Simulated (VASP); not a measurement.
Here is a VASP 6.6.1 calculation.

The input INCAR:

```
PREC = Accurate
ENCUT = 520
EDIFF = 1E-7
ISMEAR = 0
SIGMA = 0.05
LREAL = F
LASPH = T
NELM = 60
ALGO = Normal
ISIF = 2
LWAVE = F
LCHARG = F
GGA = PE
NBANDS = 36
```

KPOINTS

```
Automatic mesh
0
Gamma
  10 10 2
```

POSCAR

```
BN
1.0
   -2.5539396017      0.0000000000      0.0000000000
    1.2769698009     -2.2117765748      0.0000000000
   -1.2768421039      0.7371851324     12.6805650000
B N
6 6
Direct
    0.2569938569      0.7430061431      0.2290413333
    0.1458938569      0.8541061431      0.5623746667
    0.0347938569      0.9652061431      0.8957080000
    0.6458771903      0.3541228097      0.0623746667
    0.5347771903      0.4652228097      0.3957080000
    0.4236771903      0.5763228097      0.7290413333
    0.2985950297      0.7014049703      0.1042253333
    0.1874950297      0.8125049703      0.4375586667
    0.0763950297      0.9236049703      0.7708920000
    0.3541783631      0.6458216369      0.9375586667
    0.5763783631      0.4236216369      0.2708920000
    0.4652783631      0.5347216369      0.6042253333
```

Potentials or basis: VASP PAW PBE potentials, release 64 (B, N).

The run is started by

```console
$ cat potpaw_PBE.64/B/POTCAR potpaw_PBE.64/N/POTCAR > POTCAR
$ mpirun -np 1 vasp_std > vasp.out
```

Problem. Predict the pressure.

Solution. 4.2 GPa.

Problem. Estimate the largest force.

Solution. 4.146 eV/Å.

Stress tensor (GPa, compression positive):
```
-6.13  0.00  0.01
 0.00 -6.12  0.00
 0.01  0.00 24.73
```

Caveat: forces of over 1 eV/Å act on the atoms, so gaps and moduli don't describe the material at rest.
